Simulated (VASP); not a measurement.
Runs of VASP 6.6.1 on Lu3Si. The structure is that of space group Pm-3m (No. 221), or close to it. The cells are those of the table. 

| cell | gap on the mesh (eV) | pressure (GPa) |
| --- | --- | --- |
| a = 4.541 Å, 4 atoms | none | -0.4 |
| a = 4.601 Å, 4 atoms | none | -2.7 |
| a = 4.511 Å, 4 atoms | none | (b) |
| a = 4.630 Å, 4 atoms | none | -3.5 |
| a = 4.449 Å, 4 atoms | none | 3.8 |
| a = 4.480 Å, 4 atoms | none | (a) |
| a = 4.571 Å, 4 atoms | none | -1.6 |

Alike in all rows: task single point; level PBE; potentials or basis VASP PAW PBE potentials, release 64 (Lu, Si); no spin polarisation; k mesh 5 × 5 × 5; cutoff (eV) 520; smearing gaussian 0.1 eV.

Task: Estimate the missing entries.

Result: (a) 2.3; (b) 0.9.

Caveats: spin-orbit coupling is left out, which moves the levels of the heavy elements.

A k mesh can miss the band edges, and the runs leave out spin-orbit coupling on Lu.

A gap of «none» marks levels without a gap at the run's occupations.
